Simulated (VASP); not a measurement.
# Pd2Pt (I4/mmm) in VASP: a series of runs

The runs below take Pd2Pt through single point, with PBE.

All numbers are computed with VASP 6.6.1; they aren't measurements. Logs are shortened: lines on timing, memory, paths and dates and some standing lists are left out, and cuts for length are marked.

## Step 1: The cell of the first run

Symmetry: I4/mmm, No. 139, tetragonal system. The conventional cell has a = 3.829 Å, b = 3.829 Å, c = 6.280 Å, α = 90.00°, β = 90.00°, γ = 90.00°. Pd (site symmetry 4mm) has 1 Pd at 1.17 Å within 1.6 Å. Within 3.4 Å of Pt (site symmetry 4/mmm) lie 10 Pd at 2.56 to 2.77 Å.

## Step 2: Single point, PBE

The input, INCAR:

```
SYSTEM = Pd2Pt
PREC     = Accurate       ! precision mode
ENCUT    = 520            ! plane-wave cutoff, eV
EDIFF    = 1E-6           ! SCF threshold, eV
ISMEAR   = 0              ! smearing method
SIGMA    = 0.1            ! smearing width, eV
LREAL    = .FALSE.        ! projectors in reciprocal space
LASPH    = .TRUE.         ! aspherical terms in the spheres
NELM     = 60             ! most SCF steps
ALGO     = Normal         ! electronic algorithm
ISIF     = 2              ! what is computed and relaxed
LWAVE    = .FALSE.        ! write WAVECAR
LCHARG   = .FALSE.        ! write CHGCAR
GGA      = PE             ! functional
NBANDS   = 22             ! bands
```

The input, KPOINTS:

```
Automatic mesh
0
G
  6 6 6
  0 0 0
```

The input, POSCAR:

```
Pd2Pt
1.0
   -1.9144185933      1.9144185933      3.1398433484
    1.9144185933     -1.9144185933      3.1398433484
    1.9144185933      1.9144185933     -3.1398433484
Pd Pt
2 1
Direct
    0.5930000000      0.5930000000      0.0000000000
    0.4070000000      0.4070000000      0.0000000000
    0.0000000000      0.0000000000      0.0000000000
```

Potentials or basis: VASP PAW PBE potentials, release 64 (Pd, Pt).

Run with:

```
> cat potpaw_PBE.64/Pd/POTCAR potpaw_PBE.64/Pt/POTCAR > POTCAR
> mpirun -np 1 vasp_std > vasp.out
```

OUTCAR:

```text
SYSTEM = Pd2Pt
   PREC = Accurate
   ENCUT = 520
   EDIFF = 1E-6
   ISMEAR = 0
   LREAL = .FALSE.
   LASPH = .TRUE.
   NELM = 60
   ISIF = 2
   GGA = PE

 ion  position               nearest neighbor table
   1  0.593  0.593  0.000-   2 1.17   3 2.56   3 2.77   3 2.77   3 2.77   3 2.77   2 3.35   2 3.35
                             2 3.35   2 3.35
   2  0.407  0.407  0.000-   1 1.17   3 2.56   3 2.77   3 2.77   3 2.77   3 2.77   1 3.35   1 3.35
                             1 3.35   1 3.35
   3  0.000  0.000  0.000-   1 2.56   2 2.56   1 2.77   2 2.77   1 2.77   2 2.77   1 2.77   2 2.77
                             2 2.77   1 2.77

 -----------------------------------------------------------------------------
|                                                                             |
|           W    W    AA    RRRRR   N    N  II  N    N   GGGG   !!!           |
|           W    W   A  A   R    R  NN   N  II  NN   N  G    G  !!!           |
|           W    W  A    A  R    R  N N  N  II  N N  N  G       !!!           |
|           W WW W  AAAAAA  RRRRR   N  N N  II  N  N N  G  GGG   !            |
|           WW  WW  A    A  R   R   N   NN  II  N   NN  G    G                |
|           W    W  A    A  R    R  N    N  II  N    N   GGGG   !!!           |
|                                                                             |
|     The distance between some ions is very small. Please check the          |
|     nearest-neighbor list in the OUTCAR file.                               |
|     I HOPE YOU KNOW WHAT YOU ARE DOING!                                     |
|                                                                             |
 -----------------------------------------------------------------------------

  LATTYP: Found a body centered tetragonal cell.
 ALAT       =     3.8288371866
 C/A-ratio  =     1.6401028278

  Lattice vectors:

 A1 = (  -1.9144185933,   1.9144185933,   3.1398433484)
 A2 = (   1.9144185933,  -1.9144185933,   3.1398433484)
 A3 = (   1.9144185933,   1.9144185933,  -3.1398433484)

Analysis of symmetry for initial positions (statically):
=====================================================================
 Subroutine PRICEL returns:
 Original cell was already a primitive cell.

 Routine SETGRP: Setting up the symmetry group for a
 body centered tetragonal supercell.

 Subroutine GETGRP returns: Found 16 space group operations
 (whereof 16 operations were pure point group operations)
 out of a pool of 16 trial point group operations.

The static configuration has the point symmetry D_4h.

Analysis of symmetry for dynamics (positions and initial velocities):
=====================================================================
 Subroutine PRICEL returns:
 Original cell was already a primitive cell.

 Routine SETGRP: Setting up the symmetry group for a
 body centered tetragonal supercell.

 Subroutine GETGRP returns: Found 16 space group operations
 (whereof 16 operations were pure point group operations)
 out of a pool of 16 trial point group operations.

The dynamic configuration has the point symmetry D_4h.

 Subroutine INISYM returns: Found 16 space group operations
 (whereof 16 operations are pure point group operations),
 and found     1 'primitive' translations

----------------------------------------------------------------------------------------

                                     Primitive cell

  volume of cell :      46.0301

  direct lattice vectors                    reciprocal lattice vectors
    -1.914418593  1.914418593  3.139843348     0.000000000  0.261175900  0.159243613
     1.914418593 -1.914418593  3.139843348     0.261175900  0.000000000  0.159243613
     1.914418593  1.914418593 -3.139843348     0.261175900  0.261175900  0.000000000

  length of vectors
     4.145915261  4.145915261  4.145915261     0.305894393  0.305894393  0.369358501

  position of ions in fractional coordinates (direct lattice)
     0.593000000  0.593000000  0.000000000
     0.407000000  0.407000000  0.000000000
     0.000000000  0.000000000  0.000000000

  ion indices of the primitive-cell ions
   primitive index   ion index
                 1           1
                 2           2
                 3           3

----------------------------------------------------------------------------------------

 KPOINTS: Automatic mesh

Automatic generation of k-mesh.
 Grid dimensions read from file:
 generate k-points for:    6    6    6

 Generating k-lattice:

  Cartesian coordinates                     Fractional coordinates (reciprocal lattice)
     0.000000000  0.043529317  0.026540602     0.166666667  0.000000000 -0.000000000
     0.043529317  0.000000000  0.026540602     0.000000000  0.166666667 -0.000000000
     0.043529317  0.043529317  0.000000000     0.000000000  0.000000000  0.166666667

  Length of vectors
     0.050982399  0.050982399  0.061559750

  Shift w.r.t. Gamma in fractional coordinates (k-lattice)
     0.000000000  0.000000000  0.000000000

 Subroutine IBZKPT returns following result:
 ===========================================

 Found     30 irreducible k-points:

 Following reciprocal coordinates:
            Coordinates               Weight
  0.000000  0.000000  0.000000      1.000000
  0.166667  0.000000  0.000000      8.000000
  0.333333  0.000000  0.000000      8.000000
  0.500000  0.000000  0.000000      4.000000
  0.166667  0.166667 -0.000000      8.000000
  0.333333  0.166667  0.000000     16.000000
[... 16 lines left out ...]
 -0.333333 -0.333333  0.166667      8.000000
 -0.166667 -0.333333  0.166667      8.000000
 [... further k-points ...]
   k-points           NKPTS =     30   k-points in BZ     NKDIM =     30   number of bands    NBANDS=     22
   number of dos      NEDOS =    301   number of ions     NIONS =      3
   total plane-waves  NPLWV =  32768
   dimension x,y,z NGX =    32 NGY =   32 NGZ =   32
   dimension x,y,z NGXF=    64 NGYF=   64 NGZF=   64
   ions per type =               2   1
   NGX,Y,Z   is equivalent  to a cutoff of  12.83, 12.83, 12.83 a.u.
   NGXF,Y,Z  is equivalent  to a cutoff of  25.66, 25.66, 25.66 a.u.
 SYSTEM =  Pd2Pt
   PREC   = accura    normal or accurate (medium, high low for compatibility)
   ISTART =      0    job   : 0-new  1-cont  2-samecut
   ICHARG =      2    charge: 1-file 2-atom 10-const
   ISPIN  =      1    spin polarized calculation?
   LNONCOLLINEAR =      F non collinear calculations
   LSORBIT =      F    spin-orbit coupling
   LASPH  =      T    aspherical Exc in radial PAW
   ENCUT  =  520.0 eV  38.22 Ry    6.18 a.u.   7.71  7.71  7.71*2*pi/ulx,y,z
   NELM   =     60;   NELMIN=  2; NELMDL= -5     # of ELM steps
   EDIFF  = 0.1E-05   stopping-criterion for ELM
   LREAL  =      F    real-space projection
   EDIFFG = 0.1E-04   stopping-criterion for IOM
   NSW    =      0    number of steps for IOM
   IBRION =     -1    ionic relax: 0-MD 1-quasi-New 2-CG
   NFREE  =      0    steps in history (QN), initial steepest desc. (CG)
   ISIF   =      2    stress and relaxation
   ISYM   =      2    0-nonsym 1-usesym 2-fastsym
   POTIM  = 0.5000    time-step for ionic-motion
   TEBEG  =    0.0;   TEEND  =   0.0 temperature during run
   PSTRESS=    0.0 pullay stress
   NELECT =      30.0000    total number of electrons
   NUPDOWN=      -1.0000    fix difference up-down
   EMIN   =  10.00;   EMAX   =-10.00  energy-range for DOS
   EFERMI =   0.00;   METHOD = LEGACY
   ISMEAR =     0;   SIGMA  =   0.10  broadening in eV -4-tet -1-fermi 0-gaus
   EFERMI_NEDOS =   21; number of points for ismear=-14 and -15
   IALGO  =     38    algorithm
   IMIX   =      4    mixing-type and parameters
     AMIX     =   0.40;   BMIX     =  1.00
     AMIX_MAG =   1.60;   BMIX_MAG =  1.00
  volume/ion in A,a.u.               =      15.34       103.54
  Fermi-wavevector in a.u.,A,eV,Ry     =   1.419389  2.682256 27.411169  2.014664
  Thomas-Fermi vector in A             =   2.540414
   LORBIT       =      0    0 simple, 1 ext, 2 COOP (PROOUT), +10 PAW based schemes
   GGA     = PE    functional components
   LHFCALC =     F    Hartree Fock is set to
   AEXX    =    0.0000 exact exchange contribution
   IVDW    =     0    specifies the selected vdW correction
   LEPSILON=     F    determine dielectric tensor
   LRPA    =     F    only Hartree local field effects (RPA)
 non-spin polarized calculation
 Gauss-broadening in eV      SIGMA  =   0.10
  energy-cutoff  :      520.00
  volume of cell :       46.03
 maximum number of plane-waves:      1260
   NGX = 15   NGY = 15   NGZ = 15

 number of electron      29.9999997 magnetization

 Free energy of the ion-electron system (eV)
  ---------------------------------------------------
  ext. energy  EPLUGINS =         0.00000000
  ---------------------------------------------------
  free energy    TOTEN  =        12.10192486 eV

  energy without entropy =       12.11829027  energy(sigma->0) =       12.11010757

 E-fermi :  10.2289     XC(G=0): -12.5428

 val. band max:       10.2236673251   @ k =   0.5000   0.1667  -0.0000
 cond. band min:      10.2792381884   @ k =  -0.3333   0.1667   0.0000
 fundamental gap:      0.0555708633
 Fermi energy:        10.2289164507

 k-point     1 :       0.0000    0.0000    0.0000
  band No.  band energies     occupation
      1      -6.4019      2.00000
      2      -4.5829      2.00000
      3      -4.5829      2.00000
      4       0.2172      2.00000
      5       0.5555      2.00000
      6       2.7008      2.00000
[... 14 lines left out ...]
     21      20.6976      0.00000
     22      21.6457      0.00000

 k-point     2 :       0.1667    0.0000    0.0000
  band No.  band energies     occupation
      1      -6.3544      2.00000
      2      -4.6227      2.00000
      3      -4.6128      2.00000
      4       0.3387      2.00000
      5       0.6394      2.00000
      6       3.0362      2.00000
[... 14 lines left out ...]
     21      20.7116      0.00000
     22      22.5016      0.00000
[... 523 lines left out ...]
     21      21.9168      0.00000
     22      22.5563      0.00000

 k-point    24 :      -0.1667   -0.3333    0.1667
  band No.  band energies     occupation
      1      -6.3890      2.00000
      2      -4.7093      2.00000
      3      -4.6999      2.00000
      4       0.4491      2.00000
      5       0.4896      2.00000
      6       3.4614      2.00000
[... 14 lines left out ...]
     21      21.0187      0.00000
     22      23.6869      0.00000

 [... further k-points ...]

------------------------ aborting loop because EDIFF is reached ----------------------------------------

  FORCE on cell =-STRESS in cart. coord.  units (eV):
  Direction    XX          YY          ZZ          XY          YZ          ZX
  --------------------------------------------------------------------------------------
  -------------------------------------------------------------------------------------
  Total        6.8837631      6.8837631     95.4340091      0.0000000      0.0000000      0.0000000
  in kB      239.6043614    239.6043614   3321.7884560      0.0000000      0.0000000      0.0000000
  external PRESSURE =    1266.9990596 kB  Pullay stress =       0.0000000 kB

 VOLUME and BASIS-vectors are now :
 -----------------------------------------------------------------------------
  energy-cutoff  :      520.00
  volume of cell :       46.03
      direct lattice vectors                 reciprocal lattice vectors
    -1.914418593  1.914418593  3.139843348     0.000000000  0.261175900  0.159243613
     1.914418593 -1.914418593  3.139843348     0.261175900  0.000000000  0.159243613
     1.914418593  1.914418593 -3.139843348     0.261175900  0.261175900  0.000000000

 POSITION                                       TOTAL-FORCE (eV/Angst)
 -----------------------------------------------------------------------------------
      0.00000      0.00000      3.72385         0.000000      0.000000     81.628820
      0.00000      0.00000      2.55583         0.000000      0.000000    -81.628820
      0.00000      0.00000      0.00000        -0.000000     -0.000000      0.000000
 -----------------------------------------------------------------------------------
    total drift:                               -0.000000     -0.000000      0.000000

  FREE ENERGIE OF THE ION-ELECTRON SYSTEM (eV)
  ---------------------------------------------------
  free  energy   TOTEN  =        12.1019248585 eV

  energy  without entropy=       12.1182902716  energy(sigma->0) =       12.11010757
```

Run time: 31 s. Hardware: 1 thread of Intel Xeon 6975P-C (Granite Rapids), shared host; peak memory 0.18 GiB.

Results:

* Free energy: 12.1019 eV
* Pressure: 126.7 GPa
* Largest force: 81.629 eV/Å
* Band gap on the k mesh: zero (band 15 reaches 10.97 eV, above the bottom of band 16 at 9.87 eV)

Forces on the atoms (eV/Å):
```
Pd    0.000   0.000  81.629
Pd    0.000   0.000 -81.629
Pt    0.000   0.000   0.000
```

Caveat: the k points lie up to 0.39 Å⁻¹ apart; spin-orbit coupling is left out, which moves the levels of the heavy elements; forces of over 1 eV/Å act on the atoms, so gaps and moduli don't describe the material at rest.

(Part 1 of 2 ends here.)
